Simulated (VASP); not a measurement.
A run of VASP 6.6.1 is set up as follows.

Contents of INCAR:

```
SYSTEM = Co
PREC = Accurate
ENCUT = 520
EDIFF = 1E-6
ISMEAR = -1
SIGMA = 0.05
LREAL = .False.
LASPH = .True.
NELM = 150
ALGO = Normal
ISIF = 2
LWAVE = .False.
LCHARG = .True.
ISPIN = 2
MAGMOM = 0.34 0.34
LORBIT = 11
NUPDOWN = 0.68
LMAXMIX = 4
GGA = PE
LELF = .True.
LVHAR = .True.
NBANDS = 20
```

Contents of KPOINTS:

```
regular mesh
0
Gamma
  11 11 6
  0 0 0
```

The input POSCAR:

```
Co
1.0
    2.5053999800      0.0000000000      0.0000000000
   -1.2526999900      2.1697400300      0.0000000000
    0.0000000000      0.0000000000      4.0893000000
Co
2
Direct
    0.3333333300      0.6666666700      0.2500000000
    0.6666666700      0.3333333300      0.7500000000
```

Potentials or basis: VASP PAW PBE potentials, release 64 (Co).

The run is started by

```sh
$ cat potpaw_PBE.64/Co/POTCAR > POTCAR
$ mpirun -np 1 vasp_std > vasp.out
```

Estimate the pressure.

-15.5 GPa.

Stress tensor (GPa, compression positive):
```
-14.49   0.00   0.00
  0.00 -14.49   0.00
  0.00   0.00 -17.41
```

Caveat: the cell stands under tension; the total moment is fixed, so each spin has its own Fermi level.
